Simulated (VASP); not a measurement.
# Ru (P6_3/mmc) in VASP: settings compared

The runs below take Ru through single point, with PBEsol+D3(BJ), RPBE, revPBE+D3(BJ).

Program: VASP 6.6.1. These are calculated values, not measurements. Logs are shortened: lines on timing, memory, paths and dates and some standing lists are left out, and cuts for length are marked.

## (1) The cell of the first run

The structure is hexagonal, space group P6_3/mmc (No. 194). The conventional cell has a = 2.688 Å, b = 2.688 Å, c = 4.253 Å, α = 90.00°, β = 90.00°, γ = 120.00°. Ru (site symmetry -6m2) has 12 Ru at 2.63 to 2.69 Å within 3.5 Å.

## (2) Single point, PBEsol+D3(BJ)

The input, INCAR:

```
PREC = Accurate
ENCUT = 520
EDIFF = 1E-7
ISMEAR = -1
SIGMA = 0.05
LREAL = False
LASPH = True
NELM = 60
ALGO = Normal
ISIF = 2
LWAVE = False
LCHARG = True
GGA = PS
IVDW = 12
LELF = True
LVHAR = True
NBANDS = 21
```

The input, KPOINTS:

```
Automatic mesh
0
Gamma
  11 11 6
```

The input, POSCAR:

```
Ru
1.0
    2.6876397213      0.0000000000      0.0000000000
   -1.3438198606      2.3275642749      0.0000000000
    0.0000000000      0.0000000000      4.2531615502
Ru
2
Direct
    0.6666666667      0.3333333333      0.7500000000
    0.3333333333      0.6666666667      0.2500000000
```

Potentials or basis: VASP PAW PBE potentials, release 64 (Ru_pv).

The run is started by

```bash
$ cat potpaw_PBE.64/Ru_pv/POTCAR > POTCAR
$ mpirun -np 1 vasp_std > vasp.out
```

OUTCAR:

```text
PREC = Accurate
   ENCUT = 520
   EDIFF = 1E-7
   ISMEAR = -1
   LREAL = False
   LASPH = True
   NELM = 60
   ISIF = 2
   GGA = PS
   IVDW = 12
 IVDW          = 12

 ion  position               nearest neighbor table
   1  0.667  0.333  0.750-   2 2.63   2 2.63   2 2.63   2 2.63   2 2.63   2 2.63
   2  0.333  0.667  0.250-   1 2.63   1 2.63   1 2.63   1 2.63   1 2.63   1 2.63

  LATTYP: Found a hexagonal cell.
 ALAT       =     2.6876397213
 C/A-ratio  =     1.5824894671

  Lattice vectors:

 A1 = (   2.6876397213,   0.0000000000,   0.0000000000)
 A2 = (  -1.3438198606,   2.3275642749,   0.0000000000)
 A3 = (   0.0000000000,   0.0000000000,   4.2531615502)

Analysis of symmetry for initial positions (statically):
=====================================================================
 Subroutine PRICEL returns:
 Original cell was already a primitive cell.

 Routine SETGRP: Setting up the symmetry group for a
 hexagonal supercell.

 Subroutine GETGRP returns: Found 24 space group operations
 (whereof 12 operations were pure point group operations)
 out of a pool of 24 trial point group operations.

The static configuration has the point symmetry D_3d.
 The point group associated with its full space group is D_6h.

Analysis of symmetry for dynamics (positions and initial velocities):
=====================================================================
 Subroutine PRICEL returns:
 Original cell was already a primitive cell.

 Routine SETGRP: Setting up the symmetry group for a
 hexagonal supercell.

 Subroutine GETGRP returns: Found 24 space group operations
 (whereof 12 operations were pure point group operations)
 out of a pool of 24 trial point group operations.

The dynamic configuration has the point symmetry D_3d.
 The point group associated with its full space group is D_6h.

 Subroutine INISYM returns: Found 24 space group operations
 (whereof 12 operations are pure point group operations),
 and found     1 'primitive' translations

----------------------------------------------------------------------------------------

                                     Primitive cell

  volume of cell :      26.6063

  direct lattice vectors                    reciprocal lattice vectors
     2.687639721  0.000000000  0.000000000     0.372073679  0.214816839  0.000000000
    -1.343819861  2.327564275  0.000000000     0.000000000  0.429633678  0.000000000
     0.000000000  0.000000000  4.253161550     0.000000000  0.000000000  0.235119214

  length of vectors
     2.687639721  2.687639721  4.253161550     0.429633678  0.429633678  0.235119214

  position of ions in fractional coordinates (direct lattice)
     0.666666667  0.333333333  0.750000000
     0.333333333  0.666666667  0.250000000

  ion indices of the primitive-cell ions
   primitive index   ion index
                 1           1
                 2           2

----------------------------------------------------------------------------------------

 KPOINTS: Automatic mesh

Automatic generation of k-mesh.
 Grid dimensions read from file:
 generate k-points for:   11   11    6

 Generating k-lattice:

  Cartesian coordinates                     Fractional coordinates (reciprocal lattice)
     0.033824880  0.019528804  0.000000000     0.090909091  0.000000000  0.000000000
     0.000000000  0.039057607  0.000000000     0.000000000  0.090909091  0.000000000
     0.000000000  0.000000000  0.039186536     0.000000000  0.000000000  0.166666667

  Length of vectors
     0.039057607  0.039057607  0.039186536

  Shift w.r.t. Gamma in fractional coordinates (k-lattice)
     0.000000000  0.000000000  0.000000000

 Subroutine IBZKPT returns following result:
 ===========================================

 Found     64 irreducible k-points:

 Following reciprocal coordinates:
            Coordinates               Weight
  0.000000  0.000000  0.000000      1.000000
  0.090909 -0.000000  0.000000      6.000000
  0.181818 -0.000000  0.000000      6.000000
  0.272727  0.000000  0.000000      6.000000
  0.363636 -0.000000  0.000000      6.000000
  0.454545  0.000000  0.000000      6.000000
[... 16 lines left out ...]
  0.090909  0.090909  0.166667     12.000000
  0.181818  0.090909  0.166667     24.000000
 [... further k-points ...]
   k-points           NKPTS =     64   k-points in BZ     NKDIM =     64   number of bands    NBANDS=     21
   number of dos      NEDOS =    301   number of ions     NIONS =      2
   total plane-waves  NPLWV =  12800
   dimension x,y,z NGX =    20 NGY =   20 NGZ =   32
   dimension x,y,z NGXF=    40 NGYF=   40 NGZF=   64
   ions per type =               2
   NGX,Y,Z   is equivalent  to a cutoff of  12.37, 12.37, 12.51 a.u.
   NGXF,Y,Z  is equivalent  to a cutoff of  24.74, 24.74, 25.02 a.u.
 SYSTEM =  unknown system
   PREC   = accura    normal or accurate (medium, high low for compatibility)
   ISTART =      0    job   : 0-new  1-cont  2-samecut
   ICHARG =      2    charge: 1-file 2-atom 10-const
   ISPIN  =      1    spin polarized calculation?
   LNONCOLLINEAR =      F non collinear calculations
   LSORBIT =      F    spin-orbit coupling
   LASPH  =      T    aspherical Exc in radial PAW
   ENCUT  =  520.0 eV  38.22 Ry    6.18 a.u.   5.00  5.00  7.91*2*pi/ulx,y,z
   NELM   =     60;   NELMIN=  2; NELMDL= -5     # of ELM steps
   EDIFF  = 0.1E-06   stopping-criterion for ELM
   LREAL  =      F    real-space projection
   EDIFFG = 0.1E-05   stopping-criterion for IOM
   NSW    =      0    number of steps for IOM
   IBRION =     -1    ionic relax: 0-MD 1-quasi-New 2-CG
   NFREE  =      0    steps in history (QN), initial steepest desc. (CG)
   ISIF   =      2    stress and relaxation
   ISYM   =      2    0-nonsym 1-usesym 2-fastsym
   POTIM  = 0.5000    time-step for ionic-motion
   TEBEG  =    0.0;   TEEND  =   0.0 temperature during run
   PSTRESS=    0.0 pullay stress
   NELECT =      28.0000    total number of electrons
   NUPDOWN=      -1.0000    fix difference up-down
   EMIN   =  10.00;   EMAX   =-10.00  energy-range for DOS
   EFERMI =   0.00;   METHOD = LEGACY
   ISMEAR =    -1;   SIGMA  =   0.05  broadening in eV -4-tet -1-fermi 0-gaus
   EFERMI_NEDOS =   21; number of points for ismear=-14 and -15
   IALGO  =     38    algorithm
   IMIX   =      4    mixing-type and parameters
     AMIX     =   0.40;   BMIX     =  1.00
     AMIX_MAG =   1.60;   BMIX_MAG =  1.00
  volume/ion in A,a.u.               =      13.30        89.77
  Fermi-wavevector in a.u.,A,eV,Ry     =   1.665198  3.146769 37.727398  2.772886
  Thomas-Fermi vector in A             =   2.751610
   LORBIT       =      0    0 simple, 1 ext, 2 COOP (PROOUT), +10 PAW based schemes
   GGA     = PS    functional components
   LHFCALC =     F    Hartree Fock is set to
   AEXX    =    0.0000 exact exchange contribution
   IVDW    =    12    specifies the selected vdW correction
   LEPSILON=     F    determine dielectric tensor
   LRPA    =     F    only Hartree local field effects (RPA)
 non-spin polarized calculation
  energy-cutoff  :      520.00
  volume of cell :       26.61
 maximum number of plane-waves:       733
 NGX is ok and might be reduce to    20
   NGX =  9   NGY =  9   NGZ = 15

 number of electron      27.9999997 magnetization

 Free energy of the ion-electron system (eV)
  ---------------------------------------------------
  ext. energy  EPLUGINS =         0.00000000
  ---------------------------------------------------
  free energy    TOTEN  =       -20.33809843 eV

  energy without entropy =      -20.32171395  energy(sigma->0) =      -20.32990619

 E-fermi :  13.0031     XC(G=0): -14.4074

 val. band max:       13.0019427462   @ k =   0.3636  -0.0000   0.3333
 cond. band min:      13.0222911544   @ k =   0.2727   0.1818   0.1667
 fundamental gap:      0.0203484082
 Fermi energy:        13.0031028984

 k-point     1 :       0.0000    0.0000    0.0000
  band No.  band energies     occupation
      1     -30.6077      2.00000
      2     -29.6032      2.00000
      3     -29.6032      2.00000
      4     -29.4211      2.00000
      5     -29.4211      2.00000
      6     -29.3777      2.00000
[... 13 lines left out ...]
     20      23.3301      0.00000
     21      23.6421      0.00000

 k-point     2 :       0.0909   -0.0000    0.0000
  band No.  band energies     occupation
      1     -30.5775      2.00000
      2     -29.6673      2.00000
      3     -29.6247      2.00000
      4     -29.4878      2.00000
      5     -29.4298      2.00000
      6     -29.3917      2.00000
[... 13 lines left out ...]
     20      23.3300      0.00000
     21      23.5989      0.00000

 k-point     3 :       0.1818   -0.0000    0.0000
  band No.  band energies     occupation
      1     -30.4919      2.00000
      2     -29.8393      2.00000
      3     -29.6804      2.00000
      4     -29.6625      2.00000
      5     -29.4550      2.00000
      6     -29.4339      2.00000
[... 13 lines left out ...]
     20      23.3299      0.00000
     21      23.4731      0.00000

 k-point     4 :       0.2727    0.0000    0.0000
  band No.  band energies     occupation
      1     -30.3651      2.00000
      2     -30.0644      2.00000
      3     -29.8821      2.00000
      4     -29.7501      2.00000
      5     -29.5037      2.00000
      6     -29.4907      2.00000
[... 13 lines left out ...]
     20      23.3295      0.00000
     21      23.3766      0.00000

 k-point     5 :       0.3636   -0.0000    0.0000
  band No.  band energies     occupation
      1     -30.2706      2.00000
      2     -30.2218      2.00000
      3     -30.0759      2.00000
      4     -29.8116      2.00000
      5     -29.5942      2.00000
      6     -29.5251      2.00000
[... 13 lines left out ...]
     20      23.3301      0.00000
     21      23.3852      0.00000
[... 382 lines left out ...]
     20      23.3292      0.00000
     21      24.3534      0.00000

 k-point    22 :       0.4545    0.0000    0.1667
  band No.  band energies     occupation
      1     -30.4535      2.00000
      2     -30.2573      2.00000
      3     -30.0003      2.00000
      4     -29.8275      2.00000
      5     -29.6492      2.00000
      6     -29.5666      2.00000
[... 13 lines left out ...]
     20      23.3269      0.00000
     21      23.8107      0.00000

 k-point    23 :       0.0909    0.0909    0.1667
  band No.  band energies     occupation
      1     -30.4592      2.00000
      2     -29.7498      2.00000
      3     -29.7025      2.00000
      4     -29.6193      2.00000
      5     -29.4713      2.00000
      6     -29.4477      2.00000
[... 13 lines left out ...]
     20      23.3299      0.00000
     21      24.8811      0.00000

 k-point    24 :       0.1818    0.0909    0.1667
  band No.  band energies     occupation
      1     -30.3842      2.00000
      2     -29.9226      2.00000
      3     -29.8705      2.00000
      4     -29.7026      2.00000
      5     -29.5202      2.00000
      6     -29.4848      2.00000
[... 13 lines left out ...]
     20      23.3297      0.00000
     21      24.9762      0.00000

 [... further k-points ...]

------------------------ aborting loop because EDIFF is reached ----------------------------------------

 Edisp (eV)   -1.21299

 E8    (eV) :    -0.8256

  FORCE on cell =-STRESS in cart. coord.  units (eV):
  Direction    XX          YY          ZZ          XY          YZ          ZX
  --------------------------------------------------------------------------------------
  -------------------------------------------------------------------------------------
  Total      -1.14605    -1.14605    -1.15524    -0.00000     0.00000     0.00000
  in kB     -69.01252   -69.01252   -69.56633    -0.00000     0.00000     0.00000
  external pressure =      -69.20 kB  Pullay stress =        0.00 kB

 VOLUME and BASIS-vectors are now :
 -----------------------------------------------------------------------------
  energy-cutoff  :      520.00
  volume of cell :       26.61
      direct lattice vectors                 reciprocal lattice vectors
     2.687639721  0.000000000  0.000000000     0.372073679  0.214816839  0.000000000
    -1.343819861  2.327564275  0.000000000     0.000000000  0.429633678  0.000000000
     0.000000000  0.000000000  4.253161550     0.000000000  0.000000000  0.235119214

 POSITION                                       TOTAL-FORCE (eV/Angst)
 -----------------------------------------------------------------------------------
      1.34382      0.77585      3.18987         0.000000     -0.000000      0.000000
     -0.00000      1.55171      1.06329        -0.000000      0.000000      0.000000
 -----------------------------------------------------------------------------------
    total drift:                               -0.000000      0.000000     -0.000000

  FREE ENERGIE OF THE ION-ELECTRON SYSTEM (eV)
  ---------------------------------------------------
  free  energy   TOTEN  =       -21.5510860516 eV

  energy  without entropy=      -21.5347015768  energy(sigma->0) =      -21.54289381
```

Wall time 19 s (1 thread of Intel Xeon 6975P-C, shared host); peak memory 0.16 GiB.

Results:

```
Free energy                : -21.5511 eV
Pressure                   : -6.9 GPa
Band gap on the k mesh     : zero (band 14 reaches 14.63 eV, above the bottom of band 15 at 11.45 eV)
Dispersion energy per atom : -0.606 eV
```

Caveat: the PAW data sets were made with another functional, which shifts forces and pressure a little; pairwise dispersion overbinds metals, which lowers pressure and volume.

## (3) Single point, RPBE

The input, INCAR:

```
SYSTEM = Ru
ALGO     = Normal         ! electronic algorithm
EDIFF    = 1E-6           ! SCF threshold, eV
ENCUT    = 520            ! plane-wave cutoff, eV
GGA      = RP             ! functional
ISIF     = 2              ! what is computed and relaxed
ISMEAR   = -1             ! smearing method
LASPH    = .True.         ! aspherical terms in the spheres
LCHARG   = .False.        ! write CHGCAR
LREAL    = .False.        ! projectors in reciprocal space
LWAVE    = .False.        ! write WAVECAR
NBANDS   = 21             ! bands
NELM     = 80             ! most SCF steps
PREC     = Accurate       ! precision mode
SIGMA    = 0.05           ! smearing width, eV
```

The input, KPOINTS:

```
k-points
0
Gamma
  11 11 6
  0 0 0
```

POSCAR is that of step 2.

Potentials or basis: VASP PAW PBE potentials, release 64 (Ru_pv).

The run is started by

```bash
$ cat potpaw_PBE.64/Ru_pv/POTCAR > POTCAR
$ mpirun -np 1 vasp_std > vasp.out
```

Run time: 19 s. Hardware: 1 thread of Intel Xeon 6975P-C, shared host; peak memory 0.15 GiB.

Results (log left out):

| Property | Result |
| --- | --- |
| Free energy | -17.1079 eV |
| Pressure | 16.2 GPa |
| Band gap on the k mesh | zero (band 14 reaches 14.83 eV, above the bottom of band 15 at 11.67 eV) |

Stress tensor (GPa, compression positive):
```
15.98  0.00  0.00
 0.00 15.98  0.00
 0.00  0.00 16.56
```

Levels at points of the mesh, in eV from the Fermi level:
| k point | band 10 | band 11 | band 12 | band 13 | band 14 | band 15 | band 16 | band 17 | band 18 | band 19 |
| --- | --- | --- | --- | --- | --- | --- | --- | --- | --- | --- |
| (0.00, 0.00, 0.00) | -2.60 | -2.42 | -1.90 | -1.90 | -1.36 | -1.36 | 1.28 | 1.28 | 1.40 | 10.54 |
| (0.00, 0.00, 0.50) | -2.77 | -2.77 | -2.77 | -2.70 | -2.70 | 0.63 | 0.63 | 0.63 | 0.63 | 10.55 |

Caveat: the PAW data sets were made with another functional, which shifts forces and pressure a little.

(Part 1 of 2 ends here.)
